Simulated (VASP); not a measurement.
# Pd3PbC (Pm-3m) in VASP: a series of runs

The runs below take Pd3PbC through single point, relaxation of cell and atoms, with revPBE+D3(BJ), PBEsol, PBE+D3(BJ).

All numbers are computed with VASP 6.6.1; they aren't measurements. Logs are shortened: lines on timing, memory, paths and dates and some standing lists are left out, and cuts for length are marked.

**1. The cell of the first run**

It takes space group Pm-3m (No. 221, cubic). The conventional cell has a = 4.215 Å, b = 4.215 Å, c = 4.215 Å, α = 90.00°, β = 90.00°, γ = 90.00°. Pd (site symmetry 4/mmm) has 2 C at 2.11 Å within 2.8 Å. Pb (site symmetry m-3m) has 12 Pd at 2.98 Å and 8 C at 3.65 Å within 3.9 Å. C (site symmetry m-3m) has 6 Pd at 2.11 Å within 2.8 Å.

**2. Single point, revPBE+D3(BJ)**

Input file INCAR:

```
SYSTEM = Pd3PbC
  PREC = Accurate
  ENCUT = 520
  EDIFF = 1E-6
  ISMEAR = 1
  SIGMA = 0.1
  LREAL = .FALSE.
  LASPH = .TRUE.
  NELM = 100
  ALGO = Normal
  ISIF = 2
  LWAVE = .FALSE.
  LCHARG = .FALSE.
  GGA = RE
  IVDW = 12
  NBANDS = 32
```

Input file KPOINTS:

```
Automatic mesh
0
G
  6 6 6
  0 0 0
```

Input file POSCAR:

```
Pd3PbC
1.0
    4.2152540215      0.0000000000      0.0000000000
    0.0000000000      4.2152540215      0.0000000000
    0.0000000000      0.0000000000      4.2152540215
Pd Pb C
3 1 1
Direct
    0.0000000000      0.5000000000      0.5000000000
    0.5000000000      0.5000000000      0.0000000000
    0.5000000000      0.0000000000      0.5000000000
    0.0000000000      0.0000000000      0.0000000000
    0.5000000000      0.5000000000      0.5000000000
```

Potentials or basis: VASP PAW PBE potentials, release 64 (Pd, Pb_d, C).

Command:

```
cat potpaw_PBE.64/Pd/POTCAR potpaw_PBE.64/Pb_d/POTCAR potpaw_PBE.64/C/POTCAR > POTCAR
mpirun -np 1 vasp_std > vasp.out
```

OUTCAR:

```text
SYSTEM = Pd3PbC
   PREC = Accurate
   ENCUT = 520
   EDIFF = 1E-6
   ISMEAR = 1
   LREAL = .FALSE.
   LASPH = .TRUE.
   NELM = 100
   ISIF = 2
   GGA = RE
   IVDW = 12
 IVDW          = 12

 ion  position               nearest neighbor table
   1  0.000  0.500  0.500-   5 2.11   5 2.11   4 2.98   2 2.98   2 2.98   4 2.98   3 2.98   4 2.98
                             4 2.98   2 2.98   3 2.98   3 2.98   2 2.98   3 2.98
   2  0.500  0.500  0.000-   5 2.11   5 2.11   4 2.98   1 2.98   1 2.98   3 2.98   3 2.98   3 2.98
                             4 2.98   3 2.98   1 2.98   4 2.98   1 2.98   4 2.98
   3  0.500  0.000  0.500-   5 2.11   5 2.11   4 2.98   1 2.98   2 2.98   4 2.98   1 2.98   2 2.98
                             2 2.98   2 2.98   1 2.98   4 2.98   4 2.98   1 2.98
   4  0.000  0.000  0.000-   1 2.98   2 2.98   3 2.98   1 2.98   3 2.98   1 2.98   2 2.98   1 2.98
                             2 2.98   3 2.98   3 2.98   2 2.98
   5  0.500  0.500  0.500-   1 2.11   2 2.11   3 2.11   2 2.11   3 2.11   1 2.11

  LATTYP: Found a simple cubic cell.
 ALAT       =     4.2152540215

  Lattice vectors:

 A1 = (   4.2152540215,   0.0000000000,   0.0000000000)
 A2 = (   0.0000000000,   4.2152540215,   0.0000000000)
 A3 = (   0.0000000000,   0.0000000000,   4.2152540215)

Analysis of symmetry for initial positions (statically):
=====================================================================
 Subroutine PRICEL returns:
 Original cell was already a primitive cell.

 Routine SETGRP: Setting up the symmetry group for a
 simple cubic supercell.

 Subroutine GETGRP returns: Found 48 space group operations
 (whereof 48 operations were pure point group operations)
 out of a pool of 48 trial point group operations.

The static configuration has the point symmetry O_h .

Analysis of symmetry for dynamics (positions and initial velocities):
=====================================================================
 Subroutine PRICEL returns:
 Original cell was already a primitive cell.

 Routine SETGRP: Setting up the symmetry group for a
 simple cubic supercell.

 Subroutine GETGRP returns: Found 48 space group operations
 (whereof 48 operations were pure point group operations)
 out of a pool of 48 trial point group operations.

The dynamic configuration has the point symmetry O_h .

 Subroutine INISYM returns: Found 48 space group operations
 (whereof 48 operations are pure point group operations),
 and found     1 'primitive' translations

----------------------------------------------------------------------------------------

                                     Primitive cell

  volume of cell :      74.8982

  direct lattice vectors                    reciprocal lattice vectors
     4.215254021  0.000000000  0.000000000     0.237233627  0.000000000  0.000000000
     0.000000000  4.215254021  0.000000000     0.000000000  0.237233627  0.000000000
     0.000000000  0.000000000  4.215254021     0.000000000  0.000000000  0.237233627

  length of vectors
     4.215254021  4.215254021  4.215254021     0.237233627  0.237233627  0.237233627

  position of ions in fractional coordinates (direct lattice)
     0.000000000  0.500000000  0.500000000
     0.500000000  0.500000000  0.000000000
     0.500000000  0.000000000  0.500000000
     0.000000000  0.000000000  0.000000000
     0.500000000  0.500000000  0.500000000

  ion indices of the primitive-cell ions
   primitive index   ion index
                 1           1
                 2           2
                 3           3
                 4           4
                 5           5

----------------------------------------------------------------------------------------

 KPOINTS: Automatic mesh

Automatic generation of k-mesh.
 Grid dimensions read from file:
 generate k-points for:    6    6    6

 Generating k-lattice:

  Cartesian coordinates                     Fractional coordinates (reciprocal lattice)
     0.039538938  0.000000000  0.000000000     0.166666667  0.000000000  0.000000000
     0.000000000  0.039538938  0.000000000     0.000000000  0.166666667  0.000000000
     0.000000000  0.000000000  0.039538938     0.000000000  0.000000000  0.166666667

  Length of vectors
     0.039538938  0.039538938  0.039538938

  Shift w.r.t. Gamma in fractional coordinates (k-lattice)
     0.000000000  0.000000000  0.000000000

 Subroutine IBZKPT returns following result:
 ===========================================

 Found     20 irreducible k-points:

 Following reciprocal coordinates:
            Coordinates               Weight
  0.000000  0.000000  0.000000      1.000000
  0.166667  0.000000  0.000000      6.000000
  0.333333  0.000000  0.000000      6.000000
  0.500000  0.000000  0.000000      3.000000
  0.166667  0.166667  0.000000     12.000000
  0.333333  0.166667  0.000000     24.000000
[... 12 lines left out ...]
  0.500000  0.500000  0.333333      6.000000
  0.500000  0.500000  0.500000      1.000000
   k-points           NKPTS =     20   k-points in BZ     NKDIM =     20   number of bands    NBANDS=     32
   number of dos      NEDOS =    301   number of ions     NIONS =      5
   total plane-waves  NPLWV =  32768
   dimension x,y,z NGX =    32 NGY =   32 NGZ =   32
   dimension x,y,z NGXF=    64 NGYF=   64 NGZF=   64
   ions per type =               3   1   1
   NGX,Y,Z   is equivalent  to a cutoff of  12.62, 12.62, 12.62 a.u.
   NGXF,Y,Z  is equivalent  to a cutoff of  25.24, 25.24, 25.24 a.u.
 SYSTEM =  Pd3PbC
   PREC   = accura    normal or accurate (medium, high low for compatibility)
   ISTART =      0    job   : 0-new  1-cont  2-samecut
   ICHARG =      2    charge: 1-file 2-atom 10-const
   ISPIN  =      1    spin polarized calculation?
   LNONCOLLINEAR =      F non collinear calculations
   LSORBIT =      F    spin-orbit coupling
   LASPH  =      T    aspherical Exc in radial PAW
   ENCUT  =  520.0 eV  38.22 Ry    6.18 a.u.   7.84  7.84  7.84*2*pi/ulx,y,z
   NELM   =    100;   NELMIN=  2; NELMDL= -5     # of ELM steps
   EDIFF  = 0.1E-05   stopping-criterion for ELM
   LREAL  =      F    real-space projection
   EDIFFG = 0.1E-04   stopping-criterion for IOM
   NSW    =      0    number of steps for IOM
   IBRION =     -1    ionic relax: 0-MD 1-quasi-New 2-CG
   NFREE  =      0    steps in history (QN), initial steepest desc. (CG)
   ISIF   =      2    stress and relaxation
   ISYM   =      2    0-nonsym 1-usesym 2-fastsym
   POTIM  = 0.5000    time-step for ionic-motion
   TEBEG  =    0.0;   TEEND  =   0.0 temperature during run
   PSTRESS=    0.0 pullay stress
   NELECT =      48.0000    total number of electrons
   NUPDOWN=      -1.0000    fix difference up-down
   EMIN   =  10.00;   EMAX   =-10.00  energy-range for DOS
   EFERMI =   0.00;   METHOD = LEGACY
   ISMEAR =     1;   SIGMA  =   0.10  broadening in eV -4-tet -1-fermi 0-gaus
   EFERMI_NEDOS =   21; number of points for ismear=-14 and -15
   IALGO  =     38    algorithm
   IMIX   =      4    mixing-type and parameters
     AMIX     =   0.40;   BMIX     =  1.00
     AMIX_MAG =   1.60;   BMIX_MAG =  1.00
  volume/ion in A,a.u.               =      14.98       101.09
  Fermi-wavevector in a.u.,A,eV,Ry     =   1.411448  2.667250 27.105322  1.992185
  Thomas-Fermi vector in A             =   2.533298
   LORBIT       =      0    0 simple, 1 ext, 2 COOP (PROOUT), +10 PAW based schemes
   GGA     = RE    functional components
   LHFCALC =     F    Hartree Fock is set to
   AEXX    =    0.0000 exact exchange contribution
   IVDW    =    12    specifies the selected vdW correction
   LEPSILON=     F    determine dielectric tensor
   LRPA    =     F    only Hartree local field effects (RPA)
 non-spin polarized calculation
 Methfessel and Paxton  Order N= 1 SIGMA  =   0.10
  energy-cutoff  :      520.00
  volume of cell :       74.90
 maximum number of plane-waves:      2040
 NGX is ok and might be reduce to    32
   NGX = 15   NGY = 15   NGZ = 15

 number of electron      48.0000000 magnetization

 Free energy of the ion-electron system (eV)
  ---------------------------------------------------
  ext. energy  EPLUGINS =         0.00000000
  ---------------------------------------------------
  free energy    TOTEN  =       -25.15749250 eV

  energy without entropy =      -25.15593888  energy(sigma->0) =      -25.15697463

 E-fermi :  10.0332     XC(G=0): -12.4683

 val. band max:       10.0222287431   @ k =   0.3333   0.1667   0.0000
 cond. band min:      10.0435492999   @ k =   0.5000   0.0000   0.0000
 fundamental gap:      0.0213205568
 Fermi energy:        10.0331891972

 k-point     1 :       0.0000    0.0000    0.0000
  band No.  band energies     occupation
      1      -6.7420      2.00000
      2      -6.7420      2.00000
      3      -6.7139      2.00000
      4      -6.7139      2.00000
      5      -6.7139      2.00000
      6      -3.1615      2.00000
[... 24 lines left out ...]
     31      16.3009      0.00000
     32      19.5924      0.00000

 k-point     2 :       0.1667    0.0000    0.0000
  band No.  band energies     occupation
      1      -6.7377      2.00000
      2      -6.7253      2.00000
      3      -6.7128      2.00000
      4      -6.7112      2.00000
      5      -6.7112      2.00000
      6      -2.9921      2.00000
[... 24 lines left out ...]
     31      17.2173      0.00000
     32      18.7104      0.00000
[... 593 lines left out ...]
     31      18.7284      0.00000
     32      20.0608      0.00000

 k-point    20 :       0.5000    0.5000    0.5000
  band No.  band energies     occupation
      1      -6.7429      2.00000
      2      -6.7429      2.00000
      3      -6.7429      2.00000
      4      -6.6456      2.00000
      5      -6.6456      2.00000
      6      -0.5901      2.00000
[... 24 lines left out ...]
     31      19.0141      0.00000
     32      19.0141      0.00000

------------------------ aborting loop because EDIFF is reached ----------------------------------------

 Edisp (eV)   -4.94887

 E8    (eV) :    -3.4966

  FORCE on cell =-STRESS in cart. coord.  units (eV):
  Direction    XX          YY          ZZ          XY          YZ          ZX
  --------------------------------------------------------------------------------------
  -------------------------------------------------------------------------------------
  Total       0.00824     0.00824     0.00824     0.00000    -0.00000    -0.00000
  in kB       0.17629     0.17629     0.17629     0.00000    -0.00000    -0.00000
  external pressure =        0.18 kB  Pullay stress =        0.00 kB

 VOLUME and BASIS-vectors are now :
 -----------------------------------------------------------------------------
  energy-cutoff  :      520.00
  volume of cell :       74.90
      direct lattice vectors                 reciprocal lattice vectors
     4.215254021  0.000000000  0.000000000     0.237233627  0.000000000  0.000000000
     0.000000000  4.215254021  0.000000000     0.000000000  0.237233627  0.000000000
     0.000000000  0.000000000  4.215254021     0.000000000  0.000000000  0.237233627

 POSITION                                       TOTAL-FORCE (eV/Angst)
 -----------------------------------------------------------------------------------
      0.00000      2.10763      2.10763         0.000000      0.000000      0.000000
      2.10763      2.10763      0.00000         0.000000      0.000000      0.000000
      2.10763      0.00000      2.10763         0.000000      0.000000      0.000000
      0.00000      0.00000      0.00000         0.000000      0.000000      0.000000
      2.10763      2.10763      2.10763         0.000000      0.000000      0.000000
 -----------------------------------------------------------------------------------
    total drift:                                0.000000     -0.000000     -0.000000

  FREE ENERGIE OF THE ION-ELECTRON SYSTEM (eV)
  ---------------------------------------------------
  free  energy   TOTEN  =       -30.1063636234 eV

  energy  without entropy=      -30.1048100005  energy(sigma->0) =      -30.10584575
```

Run time: 15 s. Hardware: 1 thread of Intel Xeon 6975P-C (Granite Rapids), shared host; peak memory 0.21 GiB.

What came out:

- Free energy: -30.1064 eV
- Pressure: 0.0 GPa
- Band gap on the k mesh: zero (bands 24 and 25 overlap by 1.03 eV)
- Dispersion energy per atom: -0.990 eV

Levels at points of the mesh, in eV from the Fermi level:
```tsv
k point	band 22	band 23	band 24	band 25	band 26	band 27
(0.00, 0.00, 0.00)	-1.18	-1.18	-1.17	0.47	1.60	1.60
(0.50, 0.00, 0.00)	-1.18	0.01	0.01	0.46	2.38	3.31
(0.50, 0.50, 0.00)	-1.79	-0.55	-0.55	1.13	3.84	4.35
(0.50, 0.50, 0.50)	-1.30	-1.30	-1.30	-0.95	1.59	1.59
```

Caveat: the PAW data sets were made with another functional, which shifts forces and pressure a little; spin-orbit coupling is left out, which moves the levels of the heavy elements.

(Continued in part 2 of 2.)
